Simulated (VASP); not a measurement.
# Na6Cd2Mo (P6/mmm) in VASP: single point with PBE

Aim: the single point of Na6Cd2Mo with PBE.

Everything below comes from runs of VASP 6.6.1. Logs are shortened: lines on timing, memory, paths and dates and some standing lists are left out, and cuts for length are marked.

## 1. The cell of the first run

It takes space group P6/mmm (No. 191, hexagonal). Conventional cell: a = 5.084 Å, b = 5.084 Å, c = 12.667 Å, α = 90.00°, β = 90.00°, γ = 120.00°. Na (site symmetry 3m) has 1 Cd at 2.93 Å and 4 Na at 2.93 to 3.40 Å within 3.9 Å. Na (site symmetry -6m2) has 5 Na at 2.93 to 3.40 Å within 3.9 Å. Cd (site symmetry -6m2) has 2 Na at 2.93 Å and 3 Cd at 2.93 Å and 3 Mo at 2.93 Å within 3.9 Å. Within 3.9 Å of Mo (site symmetry 6/mmm) lie 6 Cd at 2.93 Å.

The cell was generated, and may not be a known phase.

## 2. Single point, PBE, collinear spin

File INCAR:

```
SYSTEM = Na6Cd2Mo
PREC     = Accurate       ! precision mode
ENCUT    = 520            ! plane-wave cutoff, eV
EDIFF    = 1E-6           ! SCF threshold, eV
ISMEAR   = 0              ! smearing method
SIGMA    = 0.1            ! smearing width, eV
LREAL    = .False.        ! projectors in reciprocal space
LASPH    = .True.         ! aspherical terms in the spheres
NELM     = 150            ! most SCF steps
ALGO     = Normal         ! electronic algorithm
ISIF     = 2              ! what is computed and relaxed
LWAVE    = .False.        ! write WAVECAR
LCHARG   = .True.         ! write CHGCAR
ISPIN    = 2              ! spin polarisation
MAGMOM   = 0 0 0 0 0 0 0 0 1 ! initial moments
LORBIT   = 11             ! projections on sites
LMAXMIX  = 4              ! l up to which the mixer works
GGA      = PE             ! functional
LELF     = .True.         ! ELF
LVHAR    = .True.       
NBANDS   = 54             ! bands
```

File KPOINTS:

```
regular mesh
0
Gamma
  6 6 2
  0 0 0
```

File POSCAR:

```
Na6Cd2Mo
1.0
    5.0835326868      0.0000000000      0.0000000000
   -2.5417663434      4.4024684478      0.0000000000
    0.0000000000      0.0000000000     12.6671597836
Na Cd Mo
6 2 1
Direct
    0.3333333333      0.6666666667      0.7683962777
    0.6666666667      0.3333333333      0.7683962777
    0.6666666667      0.3333333333      0.2316037223
    0.3333333333      0.6666666667      0.2316037223
    0.3333333333      0.6666666667      0.5000000000
    0.6666666667      0.3333333333      0.5000000000
    0.3333333333      0.6666666667      0.0000000000
    0.6666666667      0.3333333333      0.0000000000
    0.0000000000      0.0000000000      0.0000000000
```

Potentials or basis: VASP PAW PBE potentials, release 64 (Na_pv, Cd, Mo_sv).

The run is started by

```
$ cat potpaw_PBE.64/Na_pv/POTCAR potpaw_PBE.64/Cd/POTCAR potpaw_PBE.64/Mo_sv/POTCAR > POTCAR
$ mpirun -np 1 vasp_std > vasp.out
```

OUTCAR:

```text
SYSTEM = Na6Cd2Mo
   PREC = Accurate
   ENCUT = 520
   EDIFF = 1E-6
   ISMEAR = 0
   LREAL = .False.
   LASPH = .True.
   NELM = 150
   ISIF = 2
   ISPIN = 2
   LORBIT = 11
   GGA = PE

 ion  position               nearest neighbor table
   1  0.333  0.667  0.768-   7 2.93
   2  0.667  0.333  0.768-   8 2.93
   3  0.667  0.333  0.232-   8 2.93
   4  0.333  0.667  0.232-   7 2.93
   5  0.333  0.667  0.500-
   6  0.667  0.333  0.500-
   7  0.333  0.667  0.000-   1 2.93   4 2.93   9 2.93   8 2.93   8 2.93   9 2.93   9 2.93   8 2.93

   8  0.667  0.333  0.000-   2 2.93   3 2.93   7 2.93   9 2.93   7 2.93   9 2.93   9 2.93   7 2.93

   9  0.000  0.000  0.000-   7 2.93   8 2.93   8 2.93   7 2.93   8 2.93   7 2.93

  LATTYP: Found a hexagonal cell.
 ALAT       =     5.0835326868
 C/A-ratio  =     2.4918025641

  Lattice vectors:

 A1 = (   5.0835326868,   0.0000000000,   0.0000000000)
 A2 = (  -2.5417663434,   4.4024684478,   0.0000000000)
 A3 = (   0.0000000000,   0.0000000000,  12.6671597836)

Analysis of symmetry for initial positions (statically):
=====================================================================
 Subroutine PRICEL returns:
 Original cell was already a primitive cell.

 Routine SETGRP: Setting up the symmetry group for a
 hexagonal supercell.

 Subroutine GETGRP returns: Found 24 space group operations
 (whereof 24 operations were pure point group operations)
 out of a pool of 24 trial point group operations.

The static configuration has the point symmetry D_6h.

Analysis of symmetry for dynamics (positions and initial velocities):
=====================================================================
 Subroutine PRICEL returns:
 Original cell was already a primitive cell.

 Routine SETGRP: Setting up the symmetry group for a
 hexagonal supercell.

 Subroutine GETGRP returns: Found 24 space group operations
 (whereof 24 operations were pure point group operations)
 out of a pool of 24 trial point group operations.

The dynamic configuration has the point symmetry D_6h.

Analysis of structural, dynamic, and magnetic symmetry:
=====================================================================
 Subroutine PRICEL returns:
 Original cell was already a primitive cell.

 Routine SETGRP: Setting up the symmetry group for a
 hexagonal supercell.

 Subroutine GETGRP returns: Found 24 space group operations
 (whereof 24 operations were pure point group operations)
 out of a pool of 24 trial point group operations.

The overall configuration has the point symmetry D_6h.

 Subroutine INISYM returns: Found 24 space group operations
 (whereof 24 operations are pure point group operations),
 and found     1 'primitive' translations

----------------------------------------------------------------------------------------

                                     Primitive cell

  volume of cell :     283.4922

  direct lattice vectors                    reciprocal lattice vectors
     5.083532687  0.000000000  0.000000000     0.196713597  0.113572648  0.000000000
    -2.541766343  4.402468448  0.000000000     0.000000000  0.227145296  0.000000000
     0.000000000  0.000000000 12.667159784     0.000000000  0.000000000  0.078944295

  length of vectors
     5.083532687  5.083532687 12.667159784     0.227145296  0.227145296  0.078944295

  position of ions in fractional coordinates (direct lattice)
     0.333333333  0.666666667  0.768396278
     0.666666667  0.333333333  0.768396278
     0.666666667  0.333333333  0.231603722
     0.333333333  0.666666667  0.231603722
     0.333333333  0.666666667  0.500000000
     0.666666667  0.333333333  0.500000000
     0.333333333  0.666666667  0.000000000
     0.666666667  0.333333333  0.000000000
[... 54 lines left out ...]
  0.333333  0.166667  0.500000     12.000000
  0.333333  0.333333  0.500000      2.000000
   k-points           NKPTS =     14   k-points in BZ     NKDIM =     14   number of bands    NBANDS=     54
   number of dos      NEDOS =    301   number of ions     NIONS =      9
   total plane-waves  NPLWV = 153600
   dimension x,y,z NGX =    40 NGY =   40 NGZ =   96
   dimension x,y,z NGXF=    80 NGYF=   80 NGZF=  192
   ions per type =               6   2   1
   NGX,Y,Z   is equivalent  to a cutoff of  13.08, 13.08, 12.60 a.u.
   NGXF,Y,Z  is equivalent  to a cutoff of  26.16, 26.16, 25.20 a.u.
 SYSTEM =  Na6Cd2Mo
   PREC   = accura    normal or accurate (medium, high low for compatibility)
   ISTART =      0    job   : 0-new  1-cont  2-samecut
   ICHARG =      2    charge: 1-file 2-atom 10-const
   ISPIN  =      2    spin polarized calculation?
   LNONCOLLINEAR =      F non collinear calculations
   LSORBIT =      F    spin-orbit coupling
   LASPH  =      T    aspherical Exc in radial PAW
   ENCUT  =  520.0 eV  38.22 Ry    6.18 a.u.   9.45  9.45 23.55*2*pi/ulx,y,z
   NELM   =    150;   NELMIN=  2; NELMDL= -5     # of ELM steps
   EDIFF  = 0.1E-05   stopping-criterion for ELM
   LREAL  =      F    real-space projection
   EDIFFG = 0.1E-04   stopping-criterion for IOM
   NSW    =      0    number of steps for IOM
   IBRION =     -1    ionic relax: 0-MD 1-quasi-New 2-CG
   NFREE  =      0    steps in history (QN), initial steepest desc. (CG)
   ISIF   =      2    stress and relaxation
   ISYM   =      2    0-nonsym 1-usesym 2-fastsym
   POTIM  = 0.5000    time-step for ionic-motion
   TEBEG  =    0.0;   TEEND  =   0.0 temperature during run
   PSTRESS=    0.0 pullay stress
   NELECT =      80.0000    total number of electrons
   NUPDOWN=      -1.0000    fix difference up-down
   EMIN   =  10.00;   EMAX   =-10.00  energy-range for DOS
   EFERMI =   0.00;   METHOD = LEGACY
   ISMEAR =     0;   SIGMA  =   0.10  broadening in eV -4-tet -1-fermi 0-gaus
   EFERMI_NEDOS =   21; number of points for ismear=-14 and -15
   IALGO  =     38    algorithm
   IMIX   =      4    mixing-type and parameters
     AMIX     =   0.40;   BMIX     =  1.00
     AMIX_MAG =   1.60;   BMIX_MAG =  1.00
  volume/ion in A,a.u.               =      31.50       212.57
  Fermi-wavevector in a.u.,A,eV,Ry     =   1.073803  2.029193 15.688225  1.153052
  Thomas-Fermi vector in A             =   2.209613
   LORBIT       =     11    0 simple, 1 ext, 2 COOP (PROOUT), +10 PAW based schemes
   GGA     = PE    functional components
   LHFCALC =     F    Hartree Fock is set to
   AEXX    =    0.0000 exact exchange contribution
   IVDW    =     0    specifies the selected vdW correction
   LEPSILON=     F    determine dielectric tensor
   LRPA    =     F    only Hartree local field effects (RPA)
 spin polarized calculation
 Gauss-broadening in eV      SIGMA  =   0.10
  energy-cutoff  :      520.00
  volume of cell :      283.49
 maximum number of plane-waves:      7691
 NGX is ok and might be reduce to    40
   NGX = 19   NGY = 19   NGZ = 47

 number of electron      80.0000027 magnetization       3.4425525

 Free energy of the ion-electron system (eV)
  ---------------------------------------------------
  ext. energy  EPLUGINS =         0.00000000
  ---------------------------------------------------
  free energy    TOTEN  =       -15.65400342 eV

  energy without entropy =      -15.62271005  energy(sigma->0) =      -15.63835674

 E-fermi :   1.2155     XC(G=0):  -7.5550

 val. band max:        1.2119561996   @ k =   0.1667  -0.0000   0.0000
 cond. band min:       1.2212425918   @ k =   0.3333   0.1667   0.5000
 fundamental gap:      0.0092863922
 Fermi energy:         1.2154713090

 spin component 1

 k-point     1 :       0.0000    0.0000    0.0000
  band No.  band energies     occupation
      1     -60.2723      1.00000
      2     -34.5609      1.00000
      3     -34.4112      1.00000
      4     -34.4112      1.00000
      5     -24.1137      1.00000
      6     -24.1137      1.00000
[... 759 lines left out ...]
     51       5.5796      0.00000
     52       5.6528      0.00000
 Fermi energy:         1.2154713090

 spin component 2

 k-point     1 :       0.0000    0.0000    0.0000
  band No.  band energies     occupation
      1     -58.4383      1.00000
      2     -32.4623      1.00000
      3     -32.4623      1.00000
      4     -32.3467      1.00000
      5     -24.1142      1.00000
      6     -24.1142      1.00000
[... 759 lines left out ...]
     51       5.5967      0.00000
     52       5.6503      0.00000
 [bands above 52 left out]

------------------------ aborting loop because EDIFF is reached ----------------------------------------

  FORCE on cell =-STRESS in cart. coord.  units (eV):
  Direction    XX          YY          ZZ          XY          YZ          ZX
  --------------------------------------------------------------------------------------
  -------------------------------------------------------------------------------------
  Total        2.6189678      2.6189678      0.7564348      0.0000000     -0.0000000      0.0000000
  in kB       14.8012920     14.8012920      4.2750476      0.0000000     -0.0000000      0.0000000
  external PRESSURE =      11.2925438 kB  Pullay stress =       0.0000000 kB

 VOLUME and BASIS-vectors are now :
 -----------------------------------------------------------------------------
  energy-cutoff  :      520.00
  volume of cell :      283.49
      direct lattice vectors                 reciprocal lattice vectors
     5.083532687  0.000000000  0.000000000     0.196713597  0.113572648  0.000000000
    -2.541766343  4.402468448  0.000000000     0.000000000  0.227145296  0.000000000
     0.000000000  0.000000000 12.667159784     0.000000000  0.000000000  0.078944295

 POSITION                                       TOTAL-FORCE (eV/Angst)
 -----------------------------------------------------------------------------------
     -0.00000      2.93498      9.73340         0.000000      0.000000     -0.058104
      2.54177      1.46749      9.73340         0.000000      0.000000     -0.058104
      2.54177      1.46749      2.93376         0.000000     -0.000000      0.058104
     -0.00000      2.93498      2.93376         0.000000     -0.000000      0.058104
     -0.00000      2.93498      6.33358         0.000000      0.000000      0.000000
      2.54177      1.46749      6.33358        -0.000000      0.000000      0.000000
     -0.00000      2.93498      0.00000        -0.000000      0.000000      0.000000
      2.54177      1.46749      0.00000         0.000000     -0.000000      0.000000
      0.00000      0.00000      0.00000        -0.000000      0.000000      0.000000
 -----------------------------------------------------------------------------------
    total drift:                                0.000000     -0.000000      0.000000

  FREE ENERGIE OF THE ION-ELECTRON SYSTEM (eV)
  ---------------------------------------------------
  free  energy   TOTEN  =       -15.6540034236 eV

  energy  without entropy=      -15.6227100514  energy(sigma->0) =      -15.63835674

 total charge

# of ion       s       p       d       tot
------------------------------------------
    1        0.105   5.972   0.000   6.077
    2        0.105   5.972   0.000   6.077
    3        0.105   5.972   0.000   6.077
    4        0.105   5.972   0.000   6.077
    5        0.123   5.964   0.000   6.088
    6        0.123   5.964   0.000   6.088
    7        0.563   0.361   9.453  10.377
    8        0.563   0.361   9.453  10.377
    9        2.251   6.043   3.849  12.143
--------------------------------------------------
tot          4.044  42.581  22.755  69.381

 magnetization (x)

# of ion       s       p       d       tot
------------------------------------------
    1       -0.008  -0.001   0.000  -0.009
    2       -0.008  -0.001   0.000  -0.009
    3       -0.008  -0.001   0.000  -0.009
    4       -0.008  -0.001   0.000  -0.009
    5        0.001  -0.001   0.000  -0.000
    6        0.001  -0.001   0.000  -0.000
    7       -0.022  -0.005   0.033   0.006
    8       -0.022  -0.005   0.033   0.006
    9        0.076   0.033   2.778   2.888
--------------------------------------------------
tot          0.002   0.016   2.844   2.862
```

It took 8.9 min on 1 thread of Intel Xeon Platinum 8559C (Emerald Rapids), shared host; peak memory 0.68 GiB.

What came out:

```
Free energy                                           : -15.6540 eV
Pressure                                              : 1.1 GPa
Largest force                                         : 0.058 eV/Å
Net moment                                            : 3.44 μB per cell
Site moments                                          : Na -0.01, -0.00 (each value once); Cd +0.01; Mo +2.89 μB
Valence electrons inside the program's atomic spheres : Na 6.08, 6.09 (each value once); Cd 10.38; Mo 12.14
```

Forces on the atoms (eV/Å):
```
Na   0.000  0.000 -0.058
Na   0.000  0.000 -0.058
Na   0.000  0.000  0.058
Na   0.000  0.000  0.058
Na   0.000  0.000  0.000
Na   0.000  0.000  0.000
Cd   0.000  0.000  0.000
Cd   0.000  0.000  0.000
Mo   0.000  0.000  0.000
```
